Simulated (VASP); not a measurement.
# AlN (F-43m) in VASP: notebook

Runs on AlN. Level: PBE. Tasks: single point.

Program: VASP 6.6.1. These are calculated values, not measurements. Logs are shortened: lines on timing, memory, paths and dates and some standing lists are left out, and cuts for length are marked.

### 1 The cell of the first run

It takes space group F-43m (No. 216, cubic). The conventional cell has a = 4.368 Å, b = 4.368 Å, c = 4.368 Å, α = 90.00°, β = 90.00°, γ = 90.00°. Al (site symmetry -43m) has 4 N at 1.89 Å within 2.5 Å. Within 2.5 Å of N (site symmetry -43m) lie 4 Al at 1.89 Å.

### 2 Single point, PBE

INCAR reads:

```
ALGO     = Normal         # electronic algorithm
EDIFF    = 1E-6           # SCF threshold, eV
ENCUT    = 520            # plane-wave cutoff, eV
GGA      = PE             # functional
ISIF     = 2              # what is computed and relaxed
ISMEAR   = 0              # smearing method
LASPH    = T              # aspherical terms in the spheres
LCHARG   = F              # write CHGCAR
LREAL    = F              # projectors in reciprocal space
LWAVE    = F              # write WAVECAR
NBANDS   = 11             # bands
NELM     = 80             # most SCF steps
PREC     = Accurate       # precision mode
SIGMA    = 0.05           # smearing width, eV
```

KPOINTS reads:

```
k-points
0
Gamma
  10 10 10
```

POSCAR reads:

```
AlN
1.0
    0.0000000000      2.1839935596      2.1839935596
    2.1839935596      0.0000000000      2.1839935596
    2.1839935596      2.1839935596      0.0000000000
Al N
1 1
Direct
    0.0000000000      0.0000000000      0.0000000000
    0.7500000000      0.7500000000      0.7500000000
```

Potentials or basis: VASP PAW PBE potentials, release 64 (Al, N).

On the command line:

```sh
$ cat potpaw_PBE.64/Al/POTCAR potpaw_PBE.64/N/POTCAR > POTCAR
$ mpirun -np 1 vasp_std > vasp.out
```

OUTCAR:

```text
EDIFF = 1E-6
   ENCUT = 520
   GGA = PE
   ISIF = 2
   ISMEAR = 0
   LASPH = T
   LREAL = F
   NELM = 80
   PREC = Accurate

 ion  position               nearest neighbor table
   1  0.000  0.000  0.000-   2 1.89   2 1.89   2 1.89   2 1.89
   2  0.750  0.750  0.750-   1 1.89   1 1.89   1 1.89   1 1.89

  LATTYP: Found a face centered cubic cell.
 ALAT       =     4.3679871192

  Lattice vectors:

 A1 = (   0.0000000000,   2.1839935596,   2.1839935596)
 A2 = (   2.1839935596,   0.0000000000,   2.1839935596)
 A3 = (   2.1839935596,   2.1839935596,   0.0000000000)

Analysis of symmetry for initial positions (statically):
=====================================================================
 Subroutine PRICEL returns:
 Original cell was already a primitive cell.

 Routine SETGRP: Setting up the symmetry group for a
 face centered cubic supercell.

 Subroutine GETGRP returns: Found 24 space group operations
 (whereof 24 operations were pure point group operations)
 out of a pool of 48 trial point group operations.

The static configuration has the point symmetry T_d .

Analysis of symmetry for dynamics (positions and initial velocities):
=====================================================================
 Subroutine PRICEL returns:
 Original cell was already a primitive cell.

 Routine SETGRP: Setting up the symmetry group for a
 face centered cubic supercell.

 Subroutine GETGRP returns: Found 24 space group operations
 (whereof 24 operations were pure point group operations)
 out of a pool of 48 trial point group operations.

The dynamic configuration has the point symmetry T_d .

 Subroutine INISYM returns: Found 24 space group operations
 (whereof 24 operations are pure point group operations),
 and found     1 'primitive' translations

----------------------------------------------------------------------------------------

                                     Primitive cell

  volume of cell :      20.8345

  direct lattice vectors                    reciprocal lattice vectors
     0.000000000  2.183993560  2.183993560    -0.228938404  0.228938404  0.228938404
     2.183993560  0.000000000  2.183993560     0.228938404 -0.228938404  0.228938404
     2.183993560  2.183993560  0.000000000     0.228938404  0.228938404 -0.228938404

  length of vectors
     3.088633312  3.088633312  3.088633312     0.396532948  0.396532948  0.396532948

  position of ions in fractional coordinates (direct lattice)
     0.000000000  0.000000000  0.000000000
     0.750000000  0.750000000  0.750000000

  ion indices of the primitive-cell ions
   primitive index   ion index
                 1           1
                 2           2

----------------------------------------------------------------------------------------

 KPOINTS: k-points

Automatic generation of k-mesh.
 Grid dimensions read from file:
 generate k-points for:   10   10   10

 Generating k-lattice:

  Cartesian coordinates                     Fractional coordinates (reciprocal lattice)
    -0.022893840  0.022893840  0.022893840     0.100000000  0.000000000  0.000000000
     0.022893840 -0.022893840  0.022893840     0.000000000  0.100000000  0.000000000
     0.022893840  0.022893840 -0.022893840     0.000000000  0.000000000  0.100000000

  Length of vectors
     0.039653295  0.039653295  0.039653295

  Shift w.r.t. Gamma in fractional coordinates (k-lattice)
     0.000000000  0.000000000  0.000000000

 Subroutine IBZKPT returns following result:
 ===========================================

 Found     47 irreducible k-points:

 Following reciprocal coordinates:
            Coordinates               Weight
  0.000000  0.000000  0.000000      1.000000
  0.100000  0.000000  0.000000      8.000000
  0.200000  0.000000  0.000000      8.000000
  0.300000  0.000000  0.000000      8.000000
  0.400000  0.000000  0.000000      8.000000
  0.500000  0.000000  0.000000      4.000000
[... 16 lines left out ...]
  0.300000  0.300000  0.000000      6.000000
  0.400000  0.300000  0.000000     24.000000
 [... further k-points ...]
   k-points           NKPTS =     47   k-points in BZ     NKDIM =     47   number of bands    NBANDS=     11
   number of dos      NEDOS =    301   number of ions     NIONS =      2
   total plane-waves  NPLWV =  13824
   dimension x,y,z NGX =    24 NGY =   24 NGZ =   24
   dimension x,y,z NGXF=    48 NGYF=   48 NGZF=   48
   ions per type =               1   1
   NGX,Y,Z   is equivalent  to a cutoff of  12.92, 12.92, 12.92 a.u.
   NGXF,Y,Z  is equivalent  to a cutoff of  25.84, 25.84, 25.84 a.u.
 SYSTEM =  unknown system
   PREC   = accura    normal or accurate (medium, high low for compatibility)
   ISTART =      0    job   : 0-new  1-cont  2-samecut
   ICHARG =      2    charge: 1-file 2-atom 10-const
   ISPIN  =      1    spin polarized calculation?
   LNONCOLLINEAR =      F non collinear calculations
   LSORBIT =      F    spin-orbit coupling
   LASPH  =      T    aspherical Exc in radial PAW
   ENCUT  =  520.0 eV  38.22 Ry    6.18 a.u.   5.74  5.74  5.74*2*pi/ulx,y,z
   NELM   =     80;   NELMIN=  2; NELMDL= -5     # of ELM steps
   EDIFF  = 0.1E-05   stopping-criterion for ELM
   LREAL  =      F    real-space projection
   EDIFFG = 0.1E-04   stopping-criterion for IOM
   NSW    =      0    number of steps for IOM
   IBRION =     -1    ionic relax: 0-MD 1-quasi-New 2-CG
   NFREE  =      0    steps in history (QN), initial steepest desc. (CG)
   ISIF   =      2    stress and relaxation
   ISYM   =      2    0-nonsym 1-usesym 2-fastsym
   POTIM  = 0.5000    time-step for ionic-motion
   TEBEG  =    0.0;   TEEND  =   0.0 temperature during run
   PSTRESS=    0.0 pullay stress
   NELECT =       8.0000    total number of electrons
   NUPDOWN=      -1.0000    fix difference up-down
   EMIN   =  10.00;   EMAX   =-10.00  energy-range for DOS
   EFERMI =   0.00;   METHOD = LEGACY
   ISMEAR =     0;   SIGMA  =   0.05  broadening in eV -4-tet -1-fermi 0-gaus
   EFERMI_NEDOS =   21; number of points for ismear=-14 and -15
   IALGO  =     38    algorithm
   IMIX   =      4    mixing-type and parameters
     AMIX     =   0.40;   BMIX     =  1.00
     AMIX_MAG =   1.60;   BMIX_MAG =  1.00
  volume/ion in A,a.u.               =      10.42        70.30
  Fermi-wavevector in a.u.,A,eV,Ry     =   1.189899  2.248583 19.263943  1.415860
  Thomas-Fermi vector in A             =   2.325996
   LORBIT       =      0    0 simple, 1 ext, 2 COOP (PROOUT), +10 PAW based schemes
   GGA     = PE    functional components
   LHFCALC =     F    Hartree Fock is set to
   AEXX    =    0.0000 exact exchange contribution
   IVDW    =     0    specifies the selected vdW correction
   LEPSILON=     F    determine dielectric tensor
   LRPA    =     F    only Hartree local field effects (RPA)
 non-spin polarized calculation
 Gauss-broadening in eV      SIGMA  =   0.05
  energy-cutoff  :      520.00
  volume of cell :       20.83
 maximum number of plane-waves:       571
   NGX = 11   NGY = 11   NGZ = 11

 number of electron       8.0000000 magnetization

 Free energy of the ion-electron system (eV)
  ---------------------------------------------------
  ext. energy  EPLUGINS =         0.00000000
  ---------------------------------------------------
  free energy    TOTEN  =       -14.84044915 eV

  energy without entropy =      -14.84044915  energy(sigma->0) =      -14.84044915

 E-fermi :   6.2496     XC(G=0): -10.9337

 val. band max:        5.9700149865   @ k =   0.0000   0.0000   0.0000
 cond. band min:       9.2877532420   @ k =   0.5000   0.5000   0.0000
 fundamental gap:      3.3177382555
 Fermi energy:         6.2496285630

 k-point     1 :       0.0000    0.0000    0.0000
  band No.  band energies     occupation
      1      -9.0107      2.00000
      2       5.9700      2.00000
      3       5.9700      2.00000
      4       5.9700      2.00000
      5      10.1659      0.00000
      6      18.5304      0.00000
      7      18.5304      0.00000
      8      18.5304      0.00000
      9      23.6587      0.00000
     10      23.6587      0.00000
     11      25.0606      0.00000

 k-point     2 :       0.1000    0.0000    0.0000
  band No.  band energies     occupation
      1      -8.8643      2.00000
      2       5.1589      2.00000
      3       5.9184      2.00000
      4       5.9184      2.00000
      5      10.8264      0.00000
      6      18.1418      0.00000
      7      18.6642      0.00000
      8      18.6642      0.00000
      9      22.4023      0.00000
     10      22.4023      0.00000
     11      24.2720      0.00000

 k-point     3 :       0.2000    0.0000    0.0000
  band No.  band energies     occupation
      1      -8.4479      2.00000
      2       3.5547      2.00000
      3       5.7898      2.00000
      4       5.7898      2.00000
      5      11.9510      0.00000
      6      17.3408      0.00000
      7      18.5942      0.00000
      8      18.5942      0.00000
      9      21.8709      0.00000
     10      21.8709      0.00000
     11      23.4021      0.00000

 k-point     4 :       0.3000    0.0000    0.0000
  band No.  band energies     occupation
      1      -7.8427      2.00000
      2       1.9095      2.00000
      3       5.6423      2.00000
      4       5.6423      2.00000
      5      12.7944      0.00000
      6      16.5810      0.00000
      7      17.9334      0.00000
      8      17.9334      0.00000
      9      22.9299      0.00000
     10      22.9299      0.00000
     11      23.2134      0.00000

 k-point     5 :       0.4000    0.0000    0.0000
  band No.  band energies     occupation
      1      -7.2374      2.00000
      2       0.6254      2.00000
      3       5.5311      2.00000
      4       5.5311      2.00000
      5      13.2244      0.00000
      6      16.0399      0.00000
      7      17.3355      0.00000
      8      17.3355      0.00000
      9      23.6351      0.00000
     10      24.7620      0.00000
     11      24.7620      0.00000
[... 211 lines left out ...]
 k-point    21 :      -0.3000    0.2000    0.0000
  band No.  band energies     occupation
      1      -7.0830      2.00000
      2       1.3688      2.00000
      3       3.7767      2.00000
      4       5.4515      2.00000
      5      13.8606      0.00000
      6      15.0324      0.00000
      7      17.7544      0.00000
      8      18.2813      0.00000
      9      22.3684      0.00000
     10      24.6889      0.00000
     11      27.2734      0.00000

 k-point    22 :      -0.2000    0.2000    0.0000
  band No.  band energies     occupation
      1      -7.6439      2.00000
      2       2.2126      2.00000
      3       4.2802      2.00000
      4       5.7160      2.00000
      5      13.5310      0.00000
      6      15.9286      0.00000
      7      17.3716      0.00000
      8      18.4727      0.00000
      9      20.9470      0.00000
     10      24.4163      0.00000
     11      27.3298      0.00000

 k-point    23 :       0.3000    0.3000    0.0000
  band No.  band energies     occupation
      1      -7.4667      2.00000
      2       2.4554      2.00000
      3       4.7310      2.00000
      4       4.7310      2.00000
      5      11.3000      0.00000
      6      15.6729      0.00000
      7      17.8534      0.00000
      8      20.4723      0.00000
      9      20.4723      0.00000
     10      26.3556      0.00000
     11      29.7456      0.00000

 k-point    24 :       0.4000    0.3000    0.0000
  band No.  band energies     occupation
      1      -7.0039      2.00000
      2       1.8217      2.00000
      3       4.2689      2.00000
      4       4.5674      2.00000
      5      10.8859      0.00000
      6      15.5056      0.00000
      7      18.2228      0.00000
      8      20.5588      0.00000
      9      21.0687      0.00000
     10      27.2834      0.00000
     11      29.5348      0.00000

 [... further k-points ...]
[... 5 lines left out ...]
  --------------------------------------------------------------------------------------
  -------------------------------------------------------------------------------------
  Total        0.5960863      0.5960863      0.5960863      0.0000000      0.0000000      0.0000000
  in kB       45.8390570     45.8390570     45.8390570      0.0000000      0.0000000      0.0000000
  external PRESSURE =      45.8390570 kB  Pullay stress =       0.0000000 kB

 VOLUME and BASIS-vectors are now :
 -----------------------------------------------------------------------------
  energy-cutoff  :      520.00
  volume of cell :       20.83
      direct lattice vectors                 reciprocal lattice vectors
     0.000000000  2.183993560  2.183993560    -0.228938404  0.228938404  0.228938404
     2.183993560  0.000000000  2.183993560     0.228938404 -0.228938404  0.228938404
     2.183993560  2.183993560  0.000000000     0.228938404  0.228938404 -0.228938404

 POSITION                                       TOTAL-FORCE (eV/Angst)
 -----------------------------------------------------------------------------------
      0.00000      0.00000      0.00000        -0.000000      0.000000     -0.000000
      3.27599      3.27599      3.27599         0.000000     -0.000000      0.000000
 -----------------------------------------------------------------------------------
    total drift:                               -0.000000     -0.000000     -0.000000

  FREE ENERGIE OF THE ION-ELECTRON SYSTEM (eV)
  ---------------------------------------------------
  free  energy   TOTEN  =       -14.8404491541 eV

  energy  without entropy=      -14.8404491541  energy(sigma->0) =      -14.84044915
```

It took 8.5 s on 1 thread of AMD EPYC 7R43 (Zen 3), shared host; peak memory 0.09 GiB.

Results:

* Free energy: -14.8404 eV
* Pressure: 4.6 GPa
* Band gap on the k mesh: 3.32 eV, indirect (least direct gap 4.20 eV)

### 3 Single point, PBE

This run uses another cell than the first one: it holds 8 atoms, not 2.

INCAR reads:

```
PREC     = Accurate       # precision mode
ENCUT    = 520            # plane-wave cutoff, eV
EDIFF    = 1E-7           # SCF threshold, eV
ISMEAR   = 0              # smearing method
SIGMA    = 0.05           # smearing width, eV
LREAL    = False          # projectors in reciprocal space
LASPH    = True           # aspherical terms in the spheres
NELM     = 60             # most SCF steps
ALGO     = Normal         # electronic algorithm
ISIF     = 2              # what is computed and relaxed
LWAVE    = False          # write WAVECAR
LCHARG   = True           # write CHGCAR
GGA      = PE             # functional
LELF     = True           # ELF
LVHAR    = True         
NBANDS   = 26             # bands
```

KPOINTS reads:

```
regular mesh
0
Gamma
  6 6 6
```

POSCAR reads:

```
AlN
1.0
    4.3679871192      0.0000000000      0.0000000000
    0.0000000000     -4.3679871192      0.0000000000
    0.0000000000      0.0000000000     -4.3679871192
Al N
4 4
Direct
    0.0000000000      0.5000000000      0.5000000000
    0.5000000000      0.0000000000      0.5000000000
    0.5000000000      0.5000000000      0.0000000000
    0.0000000000      0.0000000000      0.0000000000
    0.7500000000      0.7500000000      0.7500000000
    0.2500000000      0.2500000000      0.7500000000
    0.2500000000      0.7500000000      0.2500000000
    0.7500000000      0.2500000000      0.2500000000
```

Potentials or basis: VASP PAW PBE potentials, release 64 (Al, N).

On the command line:

```sh
$ cat potpaw_PBE.64/Al/POTCAR potpaw_PBE.64/N/POTCAR > POTCAR
$ mpirun -np 1 vasp_std > vasp.out
```

It took 30 s on 1 thread of AMD EPYC 7R43 (Zen 3), shared host; peak memory 0.15 GiB.

The run converged. Its results:

* Free energy: -59.3619 eV
* Pressure: 4.6 GPa
* Band gap on the k mesh: 3.32 eV

Levels at points of the mesh, in eV from the valence-band top:
```tsv
k point	band 14	band 15	band 16	band 17	band 18	band 19
(0.00, 0.00, 0.00)	0.00	0.00	0.00	3.32	3.32	3.32
(0.50, 0.00, 0.00)	-0.98	-0.98	-0.98	5.97	5.97	6.05
(0.50, 0.50, 0.00)	-0.52	-0.52	-0.52	7.82	7.82	7.82
(0.50, 0.50, 0.50)	-0.48	-0.48	-0.48	7.38	7.38	7.38
```
